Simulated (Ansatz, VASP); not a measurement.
## Two plane-wave programs on VGe3

```xyz
4
Lattice="4.5721 0.0000 0.0000 -2.2861 3.9596 0.0000 0.0000 0.0000 4.7803" Properties=species:S:1:pos:R:3 pbc="T T T"
V     0.0000    0.0000    0.0000
Ge    0.0000    0.0000    2.3902
Ge    0.0000    2.6397    0.0000
Ge    2.2861    1.3199    0.0000
```

Alike in both runs: functional PBE; k mesh 6 × 6 × 4; occupations gaussian, width 0.1 eV; no spin polarisation.

Ansatz relaxed the structure, and its values are those at the end. VASP's run is a single point on that final structure, the one shown.

|  | VASP | Ansatz |
| --- | --- | --- |
| version | VASP 6.6.1 | Ansatz 0.2.0 |
| potentials or method | VASP PAW PBE potentials, release 64 (V_sv, Ge_d), cutoff 500 eV | scalar-relativistic, plane waves, PAW |
| valence electrons in the cell | 55 | 55 |

```csv
,VASP,Ansatz,Ansatz less VASP
gap on the k mesh at the Fermi level (eV),none,none,-
pressure (GPa),0.1,0.0,-0.07
```

A gap of «none» marks a metal or a gap that the smearing closes.
